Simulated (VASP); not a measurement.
Set up this calculation in VASP 6.6.1, as the native input.

```
Task                   : single point
Functional             : PBEsol
Potentials or basis    : VASP PAW PBE potentials, release 64 (C, O)
Cutoff                 : 520 eV
k mesh                 : 4 × 4 × 4
Occupations            : gaussian, width 0.05 eV
Spin                   : no spin polarisation
Dipole correction      : no
Further INCAR settings : ALGO = Normal; EDIFF = 1e-06; NBANDS = 44
```

The structure of CO2 lies in POSCAR:

```
CO2
1.0
    5.7999351339      0.0000000000      0.0000000000
    0.0000000000      5.7999351339      0.0000000000
    0.0000000000      0.0000000000      6.6699254040
C O
4 8
Direct
    0.0000000000      0.0000000000      0.0000000000
    0.5000000000      0.0000000000      0.5000000000
    0.5000000000      0.5000000000      0.0000000000
    0.0000000000      0.5000000000      0.5000000000
    0.1161576883      0.1161576883      0.1161576883
    0.3838423117      0.8838423117      0.6161576883
    0.6161576883      0.3838423117      0.8838423117
    0.8838423117      0.6161576883      0.3838423117
    0.8838423117      0.8838423117      0.8838423117
    0.6161576883      0.1161576883      0.3838423117
    0.3838423117      0.6161576883      0.1161576883
    0.1161576883      0.3838423117      0.6161576883
```

This cell differs from its parent crystal: normal strain along x +0.0000, normal strain along z +0.1500.

These files were run (other wordings do the same):

INCAR

```
ALGO     = Normal         # electronic algorithm
EDIFF    = 1E-6           # SCF threshold, eV
ENCUT    = 520            # plane-wave cutoff, eV
GGA      = PS             # functional
ISIF     = 2              # what is computed and relaxed
ISMEAR   = 0              # smearing method
LASPH    = True           # aspherical terms in the spheres
LCHARG   = False          # write CHGCAR
LREAL    = False          # projectors in reciprocal space
LWAVE    = False          # write WAVECAR
NBANDS   = 44             # bands
NELM     = 100            # most SCF steps
PREC     = Accurate       # precision mode
SIGMA    = 0.05           # smearing width, eV
```

KPOINTS

```
k-points
0
Gamma
  4 4 4
```

Potentials or basis: VASP PAW PBE potentials, release 64 (C, O).

The run is started by

```console
$ cat potpaw_PBE.64/C/POTCAR potpaw_PBE.64/O/POTCAR > POTCAR
$ mpirun -np 1 vasp_std > vasp.out
```

It gave:

* Pressure: -11.2 GPa
* Largest force: 4.671 eV/Å
* Band gap on the k mesh: 6.07 eV

Caveat: the cell differs from its parent crystal (normal strain along x +0.0000, normal strain along z +0.1500); the cell stands under tension; this functional lacks dispersion, which holds the molecules together, so the pressure and a relaxed volume are unreliable; the PAW data sets were made with another functional, which shifts forces and pressure a little.

Wall time 2.9 min on 1 thread of Intel(R) Xeon(R) Platinum 8488C (Sapphire Rapids), on a shared host, peak memory 0.42 GiB.
